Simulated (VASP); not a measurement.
# MoS2 (R3m) in VASP: further runs, part 2 of 2

VASP 6.6.1.

## 4. Single point, PBEsol

This run uses another cell than the first one, of 17.92 Å³/atom.

Input file INCAR:

```
SYSTEM = MoS2
PREC     = Accurate       ! precision mode
ENCUT    = 520            ! plane-wave cutoff, eV
EDIFF    = 1E-7           ! SCF threshold, eV
ISMEAR   = 0              ! smearing method
SIGMA    = 0.02           ! smearing width, eV
LREAL    = .FALSE.        ! projectors in reciprocal space
LASPH    = .TRUE.         ! aspherical terms in the spheres
NELM     = 100            ! most SCF steps
ALGO     = Normal         ! electronic algorithm
ISIF     = 2              ! what is computed and relaxed
LWAVE    = .FALSE.        ! write WAVECAR
LCHARG   = .TRUE.         ! write CHGCAR
GGA      = PS             ! functional
LELF     = .TRUE.         ! ELF
LVHAR    = .TRUE.       
NBANDS   = 20             ! bands
```

Input file KPOINTS:

```
Automatic mesh
0
G
  12 12 12
  0 0 0
```

Input file POSCAR:

```
MoS2
1.0
    1.5715604153      0.9073408288      6.2832906494
   -1.5715604153      0.9073408288      6.2832906494
    0.0000000000     -1.8146816577      6.2832906494
Mo S
1 2
Direct
   -0.0000016707     -0.0000016707     -0.0000016707
    0.7493120937      0.7493120937      0.7493120937
    0.5839895771      0.5839895771      0.5839895771
```

Potentials or basis: VASP PAW PBE potentials, release 64 (Mo_sv, S).

The run is started by

```
$ cat potpaw_PBE.64/Mo_sv/POTCAR potpaw_PBE.64/S/POTCAR > POTCAR
$ mpirun -np 1 vasp_std > vasp.out
```

OUTCAR:

```text
SYSTEM = MoS2
   PREC = Accurate
   ENCUT = 520
   EDIFF = 1E-7
   ISMEAR = 0
   LREAL = .FALSE.
   LASPH = .TRUE.
   NELM = 100
   ISIF = 2
   GGA = PS

 ion  position               nearest neighbor table
   1  1.000  1.000  1.000-   2 2.39   2 2.39   2 2.39   3 2.39   3 2.39   3 2.39
   2  0.749  0.749  0.749-   1 2.39   1 2.39   1 2.39
   3  0.584  0.584  0.584-   1 2.39   1 2.39   1 2.39

  LATTYP: Found a trigonal (rhomboedric) cell.
 ALAT       =     6.5400925761
 COS(alpha) =     0.8845153224

  Lattice vectors:

 A1 = (   1.5715604153,   0.9073408288,   6.2832906494)
 A2 = (  -1.5715604153,   0.9073408288,   6.2832906494)
 A3 = (   0.0000000000,  -1.8146816577,   6.2832906494)

Analysis of symmetry for initial positions (statically):
=====================================================================
 Subroutine PRICEL returns:
 Original cell was already a primitive cell.

 Routine SETGRP: Setting up the symmetry group for a
 trigonal (rhombohedral) supercell.

 Subroutine GETGRP returns: Found  6 space group operations
 (whereof  6 operations were pure point group operations)
[... 164 lines left out ...]

  energy without entropy =      -23.45039955  energy(sigma->0) =      -23.45039955

 E-fermi :   7.4309     XC(G=0): -10.9238

 val. band max:        7.2799727074   @ k =   0.5000   0.5000   0.5000
 cond. band min:       8.3006405062   @ k =  -0.1667   0.1667   0.0000
 fundamental gap:      1.0206677988
 Fermi energy:         7.4309323911

 k-point     1 :       0.0000    0.0000    0.0000
  band No.  band energies     occupation
      1     -54.0234      2.00000
      2     -28.2352      2.00000
      3     -27.9728      2.00000
      4     -27.9728      2.00000
      5      -7.6610      2.00000
      6      -6.0227      2.00000
[... 541 lines left out ...]
     19      15.7058      0.00000
     20      15.9957      0.00000

 [... further k-points ...]

------------------------ aborting loop because EDIFF is reached ----------------------------------------

  FORCE on cell =-STRESS in cart. coord.  units (eV):
  Direction    XX          YY          ZZ          XY          YZ          ZX
  --------------------------------------------------------------------------------------
  -------------------------------------------------------------------------------------
  Total       -0.0029540     -0.0029540     -0.0127893      0.0000000      0.0000000     -0.0000000
  in kB       -0.0880409     -0.0880409     -0.3811680      0.0000000      0.0000000     -0.0000000
  external PRESSURE =      -0.1857499 kB  Pullay stress =       0.0000000 kB

 VOLUME and BASIS-vectors are now :
 -----------------------------------------------------------------------------
  energy-cutoff  :      520.00
  volume of cell :       53.76
      direct lattice vectors                 reciprocal lattice vectors
     1.571560415  0.907340829  6.283290649     0.318155125  0.183686947  0.053050758
    -1.571560415  0.907340829  6.283290649    -0.318155125  0.183686947  0.053050758
     0.000000000 -1.814681658  6.283290649     0.000000000 -0.367373894  0.053050758

 POSITION                                       TOTAL-FORCE (eV/Angst)
 -----------------------------------------------------------------------------------
      0.00000     -0.00000     18.84984         0.000000     -0.000000      0.000098
      0.00000     -0.00000     14.12444         0.000000      0.000000     -0.000466
      0.00000     -0.00000     11.00813         0.000000     -0.000000      0.000368
 -----------------------------------------------------------------------------------
    total drift:                                0.000000     -0.000000      0.000111

  FREE ENERGIE OF THE ION-ELECTRON SYSTEM (eV)
  ---------------------------------------------------
  free  energy   TOTEN  =       -23.4503995533 eV

  energy  without entropy=      -23.4503995533  energy(sigma->0) =      -23.45039955
```

OSZICAR:

```text
N       E                     dE             d eps       ncg     rms          rms(c)
DAV:   1     0.180464597087E+03    0.18046E+03   -0.13426E+04  7592   0.123E+03
DAV:   2    -0.174670518499E+02   -0.19793E+03   -0.19228E+03  9232   0.315E+02
DAV:   3    -0.248101171487E+02   -0.73431E+01   -0.72717E+01  9384   0.565E+01
DAV:   4    -0.248944908641E+02   -0.84374E-01   -0.84319E-01  9292   0.639E+00
DAV:   5    -0.248957815906E+02   -0.12907E-02   -0.12907E-02  9424   0.778E-01    0.260E+01
DAV:   6    -0.238098601609E+02    0.10859E+01   -0.94013E+00  8060   0.190E+01    0.880E+00
DAV:   7    -0.235685455067E+02    0.24131E+00   -0.35627E+00  7752   0.109E+01    0.604E+00
DAV:   8    -0.234514427836E+02    0.11710E+00   -0.55722E-01  8528   0.459E+00    0.171E+00
DAV:   9    -0.234515770057E+02   -0.13422E-03   -0.22559E-02  8932   0.916E-01    0.641E-01
DAV:  10    -0.234503859959E+02    0.11910E-02   -0.79197E-03  8512   0.612E-01    0.116E-01
DAV:  11    -0.234504045001E+02   -0.18504E-04   -0.45519E-04  8812   0.148E-01    0.595E-02
DAV:  12    -0.234503894487E+02    0.15051E-04   -0.52320E-05  8736   0.452E-02    0.214E-02
DAV:  13    -0.234503994396E+02   -0.99910E-05   -0.15711E-05  8108   0.220E-02    0.869E-03
DAV:  14    -0.234503994628E+02   -0.23188E-07   -0.10907E-06  9960   0.621E-03    0.350E-03
DAV:  15    -0.234503995792E+02   -0.11640E-06   -0.51390E-07  8384   0.414E-03    0.230E-03
DAV:  16    -0.234503995533E+02    0.25957E-07   -0.79053E-08  5900   0.205E-03
   1 F= -.23450400E+02 E0= -.23450400E+02  d E =-.118102E-29
```

Wall time 7.6 min (1 thread of Intel Xeon 6975P-C (Granite Rapids), shared host); peak memory 0.46 GiB.

Results:

```
Free energy            : -23.4504 eV
Pressure               : 0.0 GPa
Band gap on the k mesh : 1.02 eV (least direct gap 1.80 eV)
```

Caveat: the PAW data sets were made with another functional, which shifts forces and pressure a little.

## 5. Overview

```tsv
task	cell	k mesh	cutoff (eV)	smearing	gap on the mesh (eV)	pressure (GPa)
relaxation of cell and atoms	relaxed from a = 6.486 Å, angles 28.0°, 3 atoms, atomic positions A	12 × 12 × 12	600	gaussian 0.02 eV	1.01	0.0
single point	a = 6.486 Å, angles 28.0°, 3 atoms, atomic positions A	6 × 6 × 6	520	gaussian 0.1 eV	0.98	0.0
single point	a = 6.540 Å, angles 27.8°, 3 atoms, atomic positions B	12 × 12 × 12	520	gaussian 0.02 eV	1.02	0.0
```

Alike in all rows: level PBEsol; potentials or basis VASP PAW PBE potentials, release 64 (Mo_sv, S); no spin polarisation.

Caveats: the PAW data sets were made with another functional, which shifts forces and pressure a little.

Absolute energies hang on the potentials; compare differences alone.
